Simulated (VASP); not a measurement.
# PbS (P6_3/mmc) in VASP: notebook

PbS is run at these levels: PBE; tasks: relaxation of cell and atoms.

Everything below comes from runs of VASP 6.6.1. Logs are shortened: lines on timing, memory, paths and dates and some standing lists are left out, and cuts for length are marked.

## Step 1: The cell of the first run

Symmetry: P6_3/mmc, No. 194, hexagonal system. The conventional cell has a = 4.129 Å, b = 4.129 Å, c = 7.356 Å, α = 90.00°, β = 90.00°, γ = 120.00°. Within 4.2 Å of Pb (site symmetry -6m2) lie 6 S at 3.01 Å and 6 Pb at 4.13 Å. S (site symmetry -3m) has 6 Pb at 3.01 Å and 8 S at 3.68 to 4.13 Å within 4.2 Å.

The cell was generated, and may not be a known phase.

## Step 2: Relaxation of cell and atoms, PBE

The input, INCAR:

```
ALGO = Normal
EDIFF = 1E-6
EDIFFG = -0.01
ENCUT = 600
GGA = PE
IBRION = 2
ISIF = 3
ISMEAR = 0
LASPH = True
LCHARG = False
LREAL = False
LWAVE = False
NELM = 100
NSW = 100
PREC = Accurate
SIGMA = 0.01
```

The input, KPOINTS:

```
k-points
0
Gamma
  12 12 6
```

The input, POSCAR:

```
PbS
1.0
    4.1285687000      0.0000000000      0.0000000000
   -2.0642844000      3.5754454000      0.0000000000
    0.0000000000      0.0000000000      7.3562732000
Pb S
2 2
Direct
    0.6666667000      0.3333333000      0.7500000000
    0.3333333000      0.6666667000      0.2500000000
    0.0000000000      0.0000000000      0.0000000000
    0.0000000000      0.0000000000      0.5000000000
```

Potentials or basis: VASP PAW PBE potentials, release 64 (Pb_d, S).

Command:

```sh
$ cat potpaw_PBE.64/Pb_d/POTCAR potpaw_PBE.64/S/POTCAR > POTCAR
$ mpirun -np 1 vasp_std > vasp.out
```

OUTCAR:

```text
EDIFF = 1E-6
   EDIFFG = -0.01
   ENCUT = 600
   GGA = PE
   IBRION = 2
   ISIF = 3
   ISMEAR = 0
   LASPH = True
   LREAL = False
   NELM = 100
   NSW = 100
   PREC = Accurate

 ion  position               nearest neighbor table
   1  0.667  0.333  0.750-   3 3.01   4 3.01   3 3.01   4 3.01   3 3.01   4 3.01
   2  0.333  0.667  0.250-   3 3.01   4 3.01   3 3.01   4 3.01   3 3.01   4 3.01
   3  0.000  0.000  0.000-   1 3.01   2 3.01   1 3.01   2 3.01   1 3.01   2 3.01
   4  0.000  0.000  0.500-   1 3.01   2 3.01   1 3.01   2 3.01   1 3.01   2 3.01

  LATTYP: Found a hexagonal cell.
 ALAT       =     4.1285687000
 C/A-ratio  =     1.7817974544

  Lattice vectors:

 A1 = (   4.1285687000,   0.0000000000,   0.0000000000)
 A2 = (  -2.0642844000,   3.5754454000,   0.0000000000)
 A3 = (   0.0000000000,   0.0000000000,   7.3562732000)

Analysis of symmetry for initial positions (statically):
=====================================================================
 Subroutine PRICEL returns:
 Original cell was already a primitive cell.

 Routine SETGRP: Setting up the symmetry group for a
 hexagonal supercell.

 Subroutine GETGRP returns: Found 24 space group operations
 (whereof 12 operations were pure point group operations)
 out of a pool of 24 trial point group operations.

The static configuration has the point symmetry D_3d.
 The point group associated with its full space group is D_6h.

Analysis of symmetry for dynamics (positions and initial velocities):
=====================================================================
 Subroutine PRICEL returns:
 Original cell was already a primitive cell.

 Routine SETGRP: Setting up the symmetry group for a
 hexagonal supercell.

 Subroutine GETGRP returns: Found 24 space group operations
 (whereof 12 operations were pure point group operations)
 out of a pool of 24 trial point group operations.

The dynamic configuration has the point symmetry D_3d.
 The point group associated with its full space group is D_6h.

 Subroutine INISYM returns: Found 24 space group operations
 (whereof 12 operations are pure point group operations),
 and found     1 'primitive' translations
[... 157 lines left out ...]
  Total       -0.0483334     -0.0483334     -0.0369492      0.0000000      0.0000000      0.0000000
  in kB       -0.7131323     -0.7131324     -0.5451659      0.0000000      0.0000000      0.0000000
  external PRESSURE =      -0.6571435 kB  Pullay stress =       0.0000000 kB

 VOLUME and BASIS-vectors are now :
 -----------------------------------------------------------------------------
  energy-cutoff  :      600.00
  volume of cell :      108.59
      direct lattice vectors                 reciprocal lattice vectors
     4.128568700  0.000000000  0.000000000     0.242214693  0.139842721  0.000000000
    -2.064284400  3.575445400  0.000000000     0.000000000  0.279685434  0.000000000
     0.000000000  0.000000000  7.356273200     0.000000000  0.000000000  0.135938399

 POSITION                                       TOTAL-FORCE (eV/Angst)
 -----------------------------------------------------------------------------------
      2.06428      1.19182      5.51720        -0.000000     -0.000000      0.000000
     -0.00000      2.38363      1.83907         0.000000      0.000000      0.000000
      0.00000      0.00000      0.00000         0.000000     -0.000000      0.000000
      0.00000      0.00000      3.67814         0.000000     -0.000000      0.000000
 -----------------------------------------------------------------------------------
    total drift:                               -0.000093      0.000080      0.000001

  FREE ENERGIE OF THE ION-ELECTRON SYSTEM (eV)
  ---------------------------------------------------
  free  energy   TOTEN  =       -17.2096121723 eV

  energy  without entropy=      -17.2096121723  energy(sigma->0) =      -17.20961217

--------------------------------------- Ionic step        2  -------------------------------------------

 number of electron      40.0000002 magnetization

 Free energy of the ion-electron system (eV)
  ---------------------------------------------------
  ext. energy  EPLUGINS =         0.00000000
  ---------------------------------------------------
  free energy    TOTEN  =       -17.20963114 eV

  energy without entropy =      -17.20963114  energy(sigma->0) =      -17.20963114

 E-fermi :   5.2322     XC(G=0):  -9.4993

 val. band max:        5.1326666101   @ k =   0.0000   0.0000   0.0000
 cond. band min:       5.3874094578   @ k =   0.5000   0.0000   0.0000
 fundamental gap:      0.2547428477
 Fermi energy:         5.2322318205

 k-point     1 :       0.0000    0.0000    0.0000
  band No.  band energies     occupation
      1     -11.5022      2.00000
      2     -11.5022      2.00000
      3     -11.4950      2.00000
      4     -11.4950      2.00000
      5     -11.4610      2.00000
      6     -11.4517      2.00000
[... 637 lines left out ...]
     23       8.0661      0.00000
     24       8.7588      0.00000

 [... further k-points ...]

------------------------ aborting loop because EDIFF is reached ----------------------------------------

  FORCE on cell =-STRESS in cart. coord.  units (eV):
  Direction    XX          YY          ZZ          XY          YZ          ZX
  --------------------------------------------------------------------------------------
  -------------------------------------------------------------------------------------
  Total        0.0143770      0.0143770      0.0334654     -0.0000000     -0.0000000      0.0000000
  in kB        0.2124673      0.2124673      0.4945608     -0.0000000     -0.0000000      0.0000000
  external PRESSURE =       0.3064985 kB  Pullay stress =       0.0000000 kB

 VOLUME and BASIS-vectors are now :
 -----------------------------------------------------------------------------
  energy-cutoff  :      600.00
  volume of cell :      108.41
      direct lattice vectors                 reciprocal lattice vectors
     4.126162023  0.000000000  0.000000000     0.242355970  0.139924287 -0.000000000
    -2.063081062  3.573361157 -0.000000000    -0.000000000  0.279848567  0.000000000
     0.000000000  0.000000000  7.352995006    -0.000000000  0.000000000  0.135999004

 POSITION                                       TOTAL-FORCE (eV/Angst)
 -----------------------------------------------------------------------------------
      2.06308      1.19112      5.51475        -0.000000      0.000000      0.000000
     -0.00000      2.38224      1.83825         0.000000      0.000000      0.000000
     -2.06308      3.57336     -0.00000        -0.000000     -0.000000      0.000000
     -2.06308      3.57336      3.67650        -0.000000     -0.000000      0.000000
 -----------------------------------------------------------------------------------
    total drift:                               -0.000093      0.000080      0.000001

  FREE ENERGIE OF THE ION-ELECTRON SYSTEM (eV)
  ---------------------------------------------------
  free  energy   TOTEN  =       -17.2096311412 eV

  energy  without entropy=      -17.2096311412  energy(sigma->0) =      -17.20963114

 reached required accuracy - stopping structural energy minimisation
```

OSZICAR:

```text
N       E                     dE             d eps       ncg     rms          rms(c)
DAV:   1     0.416566333324E+03    0.41657E+03   -0.20689E+04  3648   0.196E+03
DAV:   2     0.300546159260E+02   -0.38651E+03   -0.38163E+03  3736   0.469E+02
DAV:   3    -0.165169237376E+02   -0.46572E+02   -0.45308E+02  4984   0.168E+02
[... 14 lines left out ...]
DAV:   3    -0.172096223756E+02    0.13324E-03   -0.62921E-04  4408   0.353E-01    0.141E-02
DAV:   4    -0.172096276953E+02   -0.53197E-05   -0.23439E-05  4368   0.359E-02    0.601E-03
DAV:   5    -0.172096294138E+02   -0.17185E-05   -0.15867E-06  2312   0.160E-02    0.396E-03
DAV:   6    -0.172096310525E+02   -0.16387E-05   -0.69277E-07  2256   0.841E-03    0.142E-03
DAV:   7    -0.172096311412E+02   -0.88678E-07   -0.27268E-07  2024   0.685E-03
   2 F= -.17209631E+02 E0= -.17209631E+02  d E =-.189689E-04
```

CONTCAR:

```text
PbS
   1.00000000000000
     4.1261620231328289    0.0000000000336556    0.0000000000000000
    -2.0630810615081216    3.5733611566346029   -0.0000000000000000
     0.0000000000000000    0.0000000000000000    7.3529950058106275
  Pb              S
     2     2
Direct
     0.6666667000000004    0.3333332999999996    0.7500000000000000
     0.3333332999999996    0.6666667000000004    0.2500000000000000
     0.0000000000000000    1.0000000000000000    0.0000000000000000
     0.0000000000000000    1.0000000000000000    0.5000000000000000

  0.00000000E+00  0.00000000E+00  0.00000000E+00
  0.00000000E+00  0.00000000E+00  0.00000000E+00
  0.00000000E+00  0.00000000E+00  0.00000000E+00
  0.00000000E+00  0.00000000E+00  0.00000000E+00
```

It took 9.5 min on 1 thread of Intel Xeon 8259CL, shared host; peak memory 0.42 GiB.

What came out:

```
Free energy                           : -17.2096 eV
Relaxed volume                        : 27.10 Å³/atom
Relaxed cell                          : a = 4.126 Å, b = 4.126 Å, c = 7.353 Å, α = 90.00°, β = 90.00°, γ = 120.00°
Space group after relaxing (to 0.1 Å) : P6_3/mmc (No. 194)
Energy gained by relaxing             : 0.0 meV/atom
Ionic steps                           : 2
Pressure after relaxing               : 0.0 GPa
Band gap on the k mesh                : 0.25 eV (least direct gap 0.26 eV)
```

Final structure:
```cif
data_structure
_symmetry_space_group_name_H-M 'P 1'
_symmetry_Int_Tables_number 1
_cell_length_a 4.1262
_cell_length_b 4.1262
_cell_length_c 7.3530
_cell_angle_alpha 90.000
_cell_angle_beta 90.000
_cell_angle_gamma 120.000
_cell_volume 108.41
loop_
_atom_site_label
_atom_site_type_symbol
_atom_site_fract_x
_atom_site_fract_y
_atom_site_fract_z
_atom_site_occupancy
Pb1 Pb 0.66667 0.33333 0.75000 1
Pb2 Pb 0.33333 0.66667 0.25000 1
S1 S 0.00000 0.00000 0.00000 1
S2 S 0.00000 0.00000 0.50000 1
```

Caveat: spin-orbit coupling is left out, which moves the levels of the heavy elements.

## Step 3: Relaxation of cell and atoms, PBE

The input, INCAR:

```
SYSTEM = PbS
  PREC = Accurate
  ENCUT = 600
  EDIFF = 1E-7
  ISMEAR = 0
  SIGMA = 0.01
  LREAL = .FALSE.
  LASPH = .TRUE.
  NELM = 100
  ALGO = Normal
  ISIF = 3
  LWAVE = .FALSE.
  LCHARG = .FALSE.
  GGA = PE
  IBRION = 2
  NSW = 80
  EDIFFG = -0.001
```

The input, KPOINTS:

```
regular mesh
0
G
  12 12 6
  0 0 0
```

The input, POSCAR:

```
PbS
1.0
    4.1285687142      0.0000000289      0.0000000000
   -2.0642843821      3.5754453733      0.0000000000
    0.0000000000      0.0000000000      7.3562732000
Pb S
2 2
Direct
    0.6666666667      0.3333333333      0.7500000000
    0.3333333333      0.6666666667      0.2500000000
    0.0000000000      0.0000000000      0.0000000000
    0.0000000000      0.0000000000      0.5000000000
```

Potentials or basis: VASP PAW PBE potentials, release 64 (Pb_d, S).

Command:

```sh
$ cat potpaw_PBE.64/Pb_d/POTCAR potpaw_PBE.64/S/POTCAR > POTCAR
$ mpirun -np 1 vasp_std > vasp.out
```

OUTCAR:

```text
SYSTEM = PbS
   PREC = Accurate
   ENCUT = 600
   EDIFF = 1E-7
   ISMEAR = 0
   LREAL = .FALSE.
   LASPH = .TRUE.
   NELM = 100
   ISIF = 3
   GGA = PE
   IBRION = 2
   NSW = 80
   EDIFFG = -0.001

 ion  position               nearest neighbor table
   1  0.667  0.333  0.750-   3 3.01   4 3.01   3 3.01   4 3.01   3 3.01   4 3.01
   2  0.333  0.667  0.250-   3 3.01   4 3.01   3 3.01   4 3.01   3 3.01   4 3.01
   3  0.000  0.000  0.000-   1 3.01   2 3.01   2 3.01   1 3.01   1 3.01   2 3.01
   4  0.000  0.000  0.500-   1 3.01   2 3.01   2 3.01   1 3.01   1 3.01   2 3.01

  LATTYP: Found a hexagonal cell.
 ALAT       =     4.1285687142
 C/A-ratio  =     1.7817974483

  Lattice vectors:

 A1 = (   4.1285687142,   0.0000000289,   0.0000000000)
 A2 = (  -2.0642843821,   3.5754453733,   0.0000000000)
 A3 = (   0.0000000000,   0.0000000000,   7.3562732000)

Analysis of symmetry for initial positions (statically):
=====================================================================
 Subroutine PRICEL returns:
 Original cell was already a primitive cell.

 Routine SETGRP: Setting up the symmetry group for a
 hexagonal supercell.

 Subroutine GETGRP returns: Found 24 space group operations
 (whereof 12 operations were pure point group operations)
 out of a pool of 24 trial point group operations.

The static configuration has the point symmetry D_3d.
 The point group associated with its full space group is D_6h.

Analysis of symmetry for dynamics (positions and initial velocities):
=====================================================================
 Subroutine PRICEL returns:
 Original cell was already a primitive cell.

 Routine SETGRP: Setting up the symmetry group for a
 hexagonal supercell.

 Subroutine GETGRP returns: Found 24 space group operations
 (whereof 12 operations were pure point group operations)
 out of a pool of 24 trial point group operations.

The dynamic configuration has the point symmetry D_3d.
[... 132 lines left out ...]
   IVDW    =     0    specifies the selected vdW correction
   LEPSILON=     F    determine dielectric tensor
   LRPA    =     F    only Hartree local field effects (RPA)
 conjugate gradient relaxation of ions
 non-spin polarized calculation
 Gauss-broadening in eV      SIGMA  =   0.01
  energy-cutoff  :      600.00
  volume of cell :      108.59
 maximum number of plane-waves:      3654
 NGX is ok and might be reduce to    36
   NGX = 17   NGY = 17   NGZ = 29

--------------------------------------- Ionic step        1  -------------------------------------------

 number of electron      40.0000002 magnetization

 Free energy of the ion-electron system (eV)
  ---------------------------------------------------
  ext. energy  EPLUGINS =         0.00000000
  ---------------------------------------------------
  free energy    TOTEN  =       -17.20961224 eV

  energy without entropy =      -17.20961224  energy(sigma->0) =      -17.20961224

------------------------ aborting loop because EDIFF is reached ----------------------------------------

  FORCE on cell =-STRESS in cart. coord.  units (eV):
  Direction    XX          YY          ZZ          XY          YZ          ZX
  --------------------------------------------------------------------------------------
  -------------------------------------------------------------------------------------
  Total       -0.0416471     -0.0416471     -0.0287128     -0.0000000     -0.0000000      0.0000000
  in kB       -0.6144797     -0.6144797     -0.4236418     -0.0000000     -0.0000000      0.0000000
  external PRESSURE =      -0.5508671 kB  Pullay stress =       0.0000000 kB
[... 139 lines left out ...]
--------------------------------------- Ionic step        5  -------------------------------------------

 number of electron      40.0000002 magnetization

 Free energy of the ion-electron system (eV)
  ---------------------------------------------------
  ext. energy  EPLUGINS =         0.00000000
  ---------------------------------------------------
  free energy    TOTEN  =       -17.20963701 eV

  energy without entropy =      -17.20963701  energy(sigma->0) =      -17.20963701

 E-fermi :   5.2263     XC(G=0):  -9.4974

 val. band max:        5.1283649420   @ k =   0.0000   0.0000   0.0000
 cond. band min:       5.3820943824   @ k =   0.5000   0.0000   0.0000
 fundamental gap:      0.2537294404
 Fermi energy:         5.2262518882

 k-point     1 :       0.0000    0.0000    0.0000
  band No.  band energies     occupation
      1     -11.5071      2.00000
      2     -11.5071      2.00000
      3     -11.5000      2.00000
      4     -11.5000      2.00000
      5     -11.4659      2.00000
      6     -11.4565      2.00000
[... 637 lines left out ...]
     23       8.0616      0.00000
     24       8.7525      0.00000

 [... further k-points ...]

------------------------ aborting loop because EDIFF is reached ----------------------------------------

  FORCE on cell =-STRESS in cart. coord.  units (eV):
  Direction    XX          YY          ZZ          XY          YZ          ZX
  --------------------------------------------------------------------------------------
  -------------------------------------------------------------------------------------
  Total        0.0011598      0.0011598      0.0010373      0.0000000     -0.0000000      0.0000000
  in kB        0.0171319      0.0171319      0.0153225      0.0000000     -0.0000000      0.0000000
  external PRESSURE =       0.0165288 kB  Pullay stress =       0.0000000 kB
[... 19 lines left out ...]
  FREE ENERGIE OF THE ION-ELECTRON SYSTEM (eV)
  ---------------------------------------------------
  free  energy   TOTEN  =       -17.2096370054 eV

  energy  without entropy=      -17.2096370054  energy(sigma->0) =      -17.20963701

 reached required accuracy - stopping structural energy minimisation
```

OSZICAR:

```text
N       E                     dE             d eps       ncg     rms          rms(c)
DAV:   1     0.416566330512E+03    0.41657E+03   -0.20689E+04  3648   0.196E+03
DAV:   2     0.300546127142E+02   -0.38651E+03   -0.38163E+03  3736   0.469E+02
[... 37 lines left out ...]
   4 F= -.17209637E+02 E0= -.17209637E+02  d E =-.140597E-05
       N       E                     dE             d eps       ncg     rms          rms(c)
DAV:   1    -0.172096395707E+02   -0.29768E-05   -0.17969E-04  4032   0.109E-01    0.854E-03
DAV:   2    -0.172096380390E+02    0.15317E-05   -0.50788E-06  5656   0.269E-02    0.543E-03
DAV:   3    -0.172096369551E+02    0.10839E-05   -0.17325E-06  4960   0.165E-02    0.696E-04
DAV:   4    -0.172096370054E+02   -0.50371E-07   -0.27319E-07  3144   0.579E-03
   5 F= -.17209637E+02 E0= -.17209637E+02  d E =-.175618E-05
```

CONTCAR:

```text
PbS
   1.00000000000000
     4.1262763007921510    0.0000000288839351    0.0000000000000000
    -2.0631381753822096    3.5734600850608866   -0.0000000000000000
    -0.0000000000000000   -0.0000000000000000    7.3557508017466224
  Pb              S
     2     2
Direct
     0.6666666667000030    0.3333333332999970    0.7500000000000000
     0.3333333332999970    0.6666666667000030    0.2500000000000000
     0.0000000000000000    0.0000000000000000    0.0000000000000000
     0.0000000000000000    0.0000000000000000    0.5000000000000000

  0.00000000E+00  0.00000000E+00  0.00000000E+00
  0.00000000E+00  0.00000000E+00  0.00000000E+00
  0.00000000E+00  0.00000000E+00  0.00000000E+00
  0.00000000E+00  0.00000000E+00  0.00000000E+00
```

It took 6.4 min on 1 thread of Intel Xeon 6975P-C (Granite Rapids), shared host; peak memory 0.41 GiB.

What came out:

| Quantity | Value |
| --- | --- |
| Free energy | -17.2096 eV |
| Relaxed volume | 27.12 Å³/atom |
| Relaxed cell | a = 4.126 Å, b = 4.126 Å, c = 7.356 Å, α = 90.00°, β = 90.00°, γ = 120.00° |
| Space group after relaxing (to 0.1 Å) | P6_3/mmc (No. 194) |
| Energy gained by relaxing | 0.0 meV/atom |
| Ionic steps | 5 |
| Pressure after relaxing | 0.0 GPa |
| Band gap on the k mesh | 0.25 eV (least direct gap 0.27 eV) |

Final structure:
```xyz
4
Lattice="4.1263 0.0000 0.0000 -2.0631 3.5735 0.0000 0.0000 0.0000 7.3558" Properties=species:S:1:pos:R:3 pbc="T T T"
Pb    2.0631    1.1912    5.5168
Pb    0.0000    2.3823    1.8389
S     0.0000    0.0000    0.0000
S     0.0000    0.0000    3.6779
```

Caveat: spin-orbit coupling is left out, which moves the levels of the heavy elements. A k mesh can miss the band edges.
